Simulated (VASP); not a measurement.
# Hg (Im-3m) in VASP: a series of runs

The runs below take Hg through single point, with LDA.

All numbers are computed with VASP 6.6.1; they aren't measurements. Logs are shortened: lines on timing, memory, paths and dates and some standing lists are left out, and cuts for length are marked.

### 1 The cell of the first run

Symmetry: Im-3m, No. 229, cubic system. Conventional cell: a = 3.506 Å, b = 3.506 Å, c = 3.506 Å, α = 90.00°, β = 90.00°, γ = 90.00°. Hg (site symmetry m-3m) has 14 Hg at 3.04 to 3.51 Å within 4.0 Å.

### 2 Single point, LDA (21.55 Å³/atom)

INCAR reads:

```
PREC = Accurate
ENCUT = 520
EDIFF = 1E-6
ISMEAR = -1
SIGMA = 0.1
LREAL = False
LASPH = True
NELM = 100
ALGO = Normal
ISIF = 2
LWAVE = False
LCHARG = False
GGA = CA
NBANDS = 12
```

KPOINTS reads:

```
Automatic mesh
0
Gamma
  14 14 14
```

POSCAR reads:

```
Hg
1.0
   -1.7531346318      1.7531346318      1.7531346318
    1.7531346318     -1.7531346318      1.7531346318
    1.7531346318      1.7531346318     -1.7531346318
Hg
1
Direct
    0.0000000000      0.0000000000      0.0000000000
```

Potentials or basis: VASP PAW LDA potentials, release 64 (Hg).

On the command line:

```
cat potpaw_LDA.64/Hg/POTCAR > POTCAR
mpirun -np 1 vasp_std > vasp.out
```

OUTCAR:

```text
PREC = Accurate
   ENCUT = 520
   EDIFF = 1E-6
   ISMEAR = -1
   LREAL = False
   LASPH = True
   NELM = 100
   ISIF = 2
   GGA = CA

 ion  position               nearest neighbor table
   1  0.000  0.000  0.000-

  LATTYP: Found a body centered cubic cell.
 ALAT       =     3.5062692636

  Lattice vectors:

 A1 = (  -1.7531346318,   1.7531346318,   1.7531346318)
 A2 = (   1.7531346318,  -1.7531346318,   1.7531346318)
 A3 = (   1.7531346318,   1.7531346318,  -1.7531346318)

Analysis of symmetry for initial positions (statically):
=====================================================================
 Subroutine PRICEL returns:
 Original cell was already a primitive cell.

 Routine SETGRP: Setting up the symmetry group for a
 body centered cubic supercell.

 Subroutine GETGRP returns: Found 48 space group operations
 (whereof 48 operations were pure point group operations)
 out of a pool of 48 trial point group operations.

The static configuration has the point symmetry O_h .

Analysis of symmetry for dynamics (positions and initial velocities):
=====================================================================
 Subroutine PRICEL returns:
 Original cell was already a primitive cell.

 Routine SETGRP: Setting up the symmetry group for a
 body centered cubic supercell.

 Subroutine GETGRP returns: Found 48 space group operations
 (whereof 48 operations were pure point group operations)
 out of a pool of 48 trial point group operations.

The dynamic configuration has the point symmetry O_h .

 Subroutine INISYM returns: Found 48 space group operations
 (whereof 48 operations are pure point group operations),
 and found     1 'primitive' translations

----------------------------------------------------------------------------------------

                                     Primitive cell

  volume of cell :      21.5529

  direct lattice vectors                    reciprocal lattice vectors
    -1.753134632  1.753134632  1.753134632     0.000000000  0.285203424  0.285203424
     1.753134632 -1.753134632  1.753134632     0.285203424  0.000000000  0.285203424
     1.753134632  1.753134632 -1.753134632     0.285203424  0.285203424  0.000000000

  length of vectors
     3.036518255  3.036518255  3.036518255     0.403338550  0.403338550  0.403338550

  position of ions in fractional coordinates (direct lattice)
     0.000000000  0.000000000  0.000000000
[... 75 lines left out ...]
   NELM   =    100;   NELMIN=  2; NELMDL= -5     # of ELM steps
   EDIFF  = 0.1E-05   stopping-criterion for ELM
   LREAL  =      F    real-space projection
   EDIFFG = 0.1E-04   stopping-criterion for IOM
   NSW    =      0    number of steps for IOM
   IBRION =     -1    ionic relax: 0-MD 1-quasi-New 2-CG
   NFREE  =      0    steps in history (QN), initial steepest desc. (CG)
   ISIF   =      2    stress and relaxation
   ISYM   =      2    0-nonsym 1-usesym 2-fastsym
   POTIM  = 0.5000    time-step for ionic-motion
   TEBEG  =    0.0;   TEEND  =   0.0 temperature during run
   PSTRESS=    0.0 pullay stress
   NELECT =      12.0000    total number of electrons
   NUPDOWN=      -1.0000    fix difference up-down
   EMIN   =  10.00;   EMAX   =-10.00  energy-range for DOS
   EFERMI =   0.00;   METHOD = LEGACY
   ISMEAR =    -1;   SIGMA  =   0.10  broadening in eV -4-tet -1-fermi 0-gaus
   EFERMI_NEDOS =   21; number of points for ismear=-14 and -15
   IALGO  =     38    algorithm
   IMIX   =      4    mixing-type and parameters
     AMIX     =   0.40;   BMIX     =  1.00
     AMIX_MAG =   1.60;   BMIX_MAG =  1.00
  volume/ion in A,a.u.               =      21.55       145.45
  Fermi-wavevector in a.u.,A,eV,Ry     =   1.346790  2.545065 24.678847  1.813844
  Thomas-Fermi vector in A             =   2.474594
   LORBIT       =      0    0 simple, 1 ext, 2 COOP (PROOUT), +10 PAW based schemes
   GGA     = CA    functional components
   LHFCALC =     F    Hartree Fock is set to
   AEXX    =    0.0000 exact exchange contribution
   IVDW    =     0    specifies the selected vdW correction
   LEPSILON=     F    determine dielectric tensor
   LRPA    =     F    only Hartree local field effects (RPA)
 non-spin polarized calculation
  energy-cutoff  :      520.00
  volume of cell :       21.55
 maximum number of plane-waves:       603
   NGX = 11   NGY = 11   NGZ = 11

 number of electron      11.9999999 magnetization

 Free energy of the ion-electron system (eV)
  ---------------------------------------------------
  ext. energy  EPLUGINS =         0.00000000
  ---------------------------------------------------
  free energy    TOTEN  =        -0.93313350 eV

  energy without entropy =       -0.92362069  energy(sigma->0) =       -0.92837710

 E-fermi :   3.2818     XC(G=0): -11.6824

 val. band max:        3.1903737518   @ k =   0.4286   0.0714   0.0000
 cond. band min:       3.3480101522   @ k =  -0.4286   0.5000   0.2857
 fundamental gap:      0.1576364004
 Fermi energy:         3.2818279298

 k-point     1 :       0.0000    0.0000    0.0000
  band No.  band energies     occupation
      1      -6.5711      2.00000
      2      -4.1338      2.00000
      3      -4.1338      2.00000
      4      -4.1338      2.00000
      5      -3.0471      2.00000
      6      -3.0471      2.00000
      7      18.7334      0.00000
      8      18.7334      0.00000
      9      18.7334      0.00000
     10      20.8393      0.00000
     11      20.8393      0.00000
     12      20.8393      0.00000
[... 331 lines left out ...]
 k-point    24 :       0.3571    0.2857    0.0000
  band No.  band energies     occupation
      1      -4.7763      2.00000
      2      -4.1131      2.00000
      3      -3.7676      2.00000
      4      -3.0233      2.00000
      5      -2.8734      2.00000
      6       2.7375      1.99139
      7       4.5554      0.00001
      8       6.4825      0.00000
      9      13.7139      0.00000
     10      20.9516      0.00000
     11      21.8625      0.00000
     12      24.6512      0.00000

 [... further k-points ...]
[... 5 lines left out ...]
  --------------------------------------------------------------------------------------
  -------------------------------------------------------------------------------------
  Total        0.4432326      0.4432326      0.4432326      0.0000000     -0.0000000      0.0000000
  in kB       32.9485611     32.9485611     32.9485611      0.0000000     -0.0000000      0.0000000
  external PRESSURE =      32.9485611 kB  Pullay stress =       0.0000000 kB

 VOLUME and BASIS-vectors are now :
 -----------------------------------------------------------------------------
  energy-cutoff  :      520.00
  volume of cell :       21.55
      direct lattice vectors                 reciprocal lattice vectors
    -1.753134632  1.753134632  1.753134632     0.000000000  0.285203424  0.285203424
     1.753134632 -1.753134632  1.753134632     0.285203424  0.000000000  0.285203424
     1.753134632  1.753134632 -1.753134632     0.285203424  0.285203424  0.000000000

 POSITION                                       TOTAL-FORCE (eV/Angst)
 -----------------------------------------------------------------------------------
      0.00000      0.00000      0.00000        -0.000000      0.000000     -0.000000
 -----------------------------------------------------------------------------------
    total drift:                               -0.000000      0.000000     -0.000000

  FREE ENERGIE OF THE ION-ELECTRON SYSTEM (eV)
  ---------------------------------------------------
  free  energy   TOTEN  =        -0.9331335032 eV

  energy  without entropy=       -0.9236206942  energy(sigma->0) =       -0.92837710
```

OSZICAR:

```text
N       E                     dE             d eps       ncg     rms          rms(c)
DAV:   1     0.714519539376E+02    0.71452E+02   -0.67624E+03  2704   0.981E+02
DAV:   2     0.182254113338E+00   -0.71270E+02   -0.67075E+02  2792   0.228E+02
DAV:   3    -0.994051578160E+00   -0.11763E+01   -0.11756E+01  2884   0.322E+01
DAV:   4    -0.995160756366E+00   -0.11092E-02   -0.11092E-02  2768   0.102E+00
DAV:   5    -0.995162076239E+00   -0.13199E-05   -0.13197E-05  2856   0.345E-02    0.502E+00
DAV:   6    -0.940695968457E+00    0.54466E-01   -0.12215E-01  2856   0.396E+00    0.356E+00
DAV:   7    -0.933932816612E+00    0.67632E-02   -0.15993E-02  2836   0.119E+00    0.142E+00
DAV:   8    -0.933129490947E+00    0.80333E-03   -0.14117E-03  2652   0.533E-01    0.526E-02
DAV:   9    -0.933132686388E+00   -0.31954E-05   -0.19469E-06  2496   0.163E-02    0.124E-02
DAV:  10    -0.933133503167E+00   -0.81678E-06   -0.89188E-07  2400   0.117E-02
   1 F= -.93313350E+00 E0= -.92837710E+00  d E =-.951281E-02
```

Wall time 7.2 s (1 thread of AMD EPYC 9R45 (Zen 5), shared host); peak memory 0.11 GiB.

Results:

| Property | Result |
| --- | --- |
| Free energy | -0.9331 eV |
| Pressure | 3.3 GPa |
| Band gap on the k mesh | zero (bands 6 and 7 overlap by 4.82 eV) |

Caveat: the cell stands under pressure; spin-orbit coupling is left out, which moves the levels of the heavy elements.

### 3 Single point, LDA (22.45 Å³/atom)

This run uses another cell than the first one, of 22.45 Å³/atom.

INCAR reads:

```
SYSTEM = Hg
PREC = Accurate
ENCUT = 520
EDIFF = 1E-7
ISMEAR = -1
SIGMA = 0.1
LREAL = .False.
LASPH = .True.
NELM = 60
ALGO = Normal
ISIF = 2
LWAVE = .False.
LCHARG = .False.
GGA = CA
NBANDS = 12
```

KPOINTS reads:

```
Automatic mesh
0
Gamma
  14 14 14
  0 0 0
```

POSCAR reads:

```
Hg
1.0
   -1.7771531594      1.7771531594      1.7771531594
    1.7771531594     -1.7771531594      1.7771531594
    1.7771531594      1.7771531594     -1.7771531594
Hg
1
Direct
    0.0000000000      0.0000000000      0.0000000000
```

Potentials or basis: VASP PAW LDA potentials, release 64 (Hg).

On the command line:

```
cat potpaw_LDA.64/Hg/POTCAR > POTCAR
mpirun -np 1 vasp_std > vasp.out
```

Run time: 7.8 s. Hardware: 1 thread of AMD EPYC 9R45 (Zen 5), shared host; peak memory 0.12 GiB.

The run converged. Its results:

| Property | Result |
| --- | --- |
| Free energy | -0.9447 eV |
| Pressure | 0.7 GPa |
| Band gap on the k mesh | zero (bands 6 and 7 overlap by 4.75 eV) |

Levels at points of the mesh, in eV from the Fermi level:
| k point | band 3 | band 4 | band 5 | band 6 | band 7 | band 8 | band 9 | band 10 |
| --- | --- | --- | --- | --- | --- | --- | --- | --- |
| (0.00, 0.00, 0.00) | -7.21 | -7.21 | -6.21 | -6.21 | 15.37 | 15.37 | 15.37 | 16.99 |
| (0.50, 0.00, 0.00) | -6.29 | -6.15 | -5.48 | -1.57 | -1.04 | 9.79 | 10.33 | 15.41 |
| (0.50, 0.50, 0.50) | -5.66 | -5.66 | -5.66 | 3.71 | 3.88 | 3.88 | 3.88 | 10.60 |

Caveat: spin-orbit coupling is left out, which moves the levels of the heavy elements.

The gap in the log of VASP goes by the Fermi energy; the results here count the filled bands.